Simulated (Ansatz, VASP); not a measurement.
## Sc2Al in VASP and in Ansatz

POSCAR

```
Sc2Al
1.0
    4.8926114005      0.0000000000      0.0000000000
   -2.4463057002      4.2371257637      0.0000000000
    0.0000000000      0.0000000000      6.1614205700
Sc Al
4 2
Direct
    0.0000000000      0.0000000000      0.0000000000
    0.0000000000      0.0000000000      0.5000000000
    0.3333333333      0.6666666667      0.7500000000
    0.6666666667      0.3333333333      0.2500000000
    0.3333333333      0.6666666667      0.2500000000
    0.6666666667      0.3333333333      0.7500000000
```

The input INCAR.step1:

```
PREC = Accurate
ENCUT = 520
ISMEAR = 0
SIGMA = 0.02
LREAL = False
LASPH = True
NELM = 60
NBANDS = 34
GGA = PE
ALGO = Normal
EDIFF = 1E-4
LWAVE = True
LCHARG = False
```

The input INCAR.step2:

```
PREC = Accurate
ENCUT = 520
EDIFF = 1E-7
ISMEAR = 0
SIGMA = 0.02
LREAL = False
LASPH = True
NELM = 60
ALGO = Normal
ISIF = 2
LWAVE = False
LCHARG = False
METAGGA = R2SCAN
LMIXTAU = True
NBANDS = 34
ISTART = 1
```

The input KPOINTS:

```
Automatic mesh
0
Gamma
  12 12 6
```

Input for Ansatz:

```yaml
crystal:
  lattice:
    - [4.8926114005, 0.0, 0.0]
    - [-2.4463057002, 4.2371257637, 0.0]
    - [0.0, 0.0, 6.16142057]
  atoms:
    - { symbol: Sc, position: [0.0, 0.0, 0.0] }
    - { symbol: Sc, position: [0.0, 0.0, 0.5] }
    - { symbol: Sc, position: [0.3333333333, 0.6666666667, 0.75] }
    - { symbol: Sc, position: [0.6666666667, 0.3333333333, 0.25] }
    - { symbol: Al, position: [0.3333333333, 0.6666666667, 0.25] }
    - { symbol: Al, position: [0.6666666667, 0.3333333333, 0.75] }
basis:
  ecutwfc: 500
kpoints:
  mp_grid: { grid: [12, 12, 6] }
hamiltonian:
  xc: r2scan
scf:
  occupations: { method: gaussian, width: 0.02 }
output:
  forces: true
  stress: true
  eigenvalues: true
```

Alike in both runs: task single point; functional r2SCAN; k mesh 12 × 12 × 6; occupations gaussian, width 0.02 eV; no spin polarisation.

```csv
,VASP,Ansatz
version,VASP 6.6.1,Ansatz 0.2.0
potentials or method,"VASP PAW PBE potentials, release 64 (Sc_sv, Al), cutoff 520 eV","scalar-relativistic, plane waves, PAW"
valence electrons in the cell,50,50
```

VASP gave:

| Item | Value |
| --- | --- |
| gap on the k mesh at the Fermi level (eV) | none |
| pressure (GPa) | 0.1 |
| traceless stress, the component that is largest in VASP (GPa) | 0.03 |

What did Ansatz give for the same quantities?

gap on the k mesh at the Fermi level (eV): none; pressure (GPa): -0.1; traceless stress, the component that is largest in VASP (GPa): 0.05.

VASP's potentials were made for PBE, not for r2SCAN. A gap of «none» marks a metal or a gap that the smearing closes. With one functional, cell and mesh, what is left measures potentials, basis and numerics.
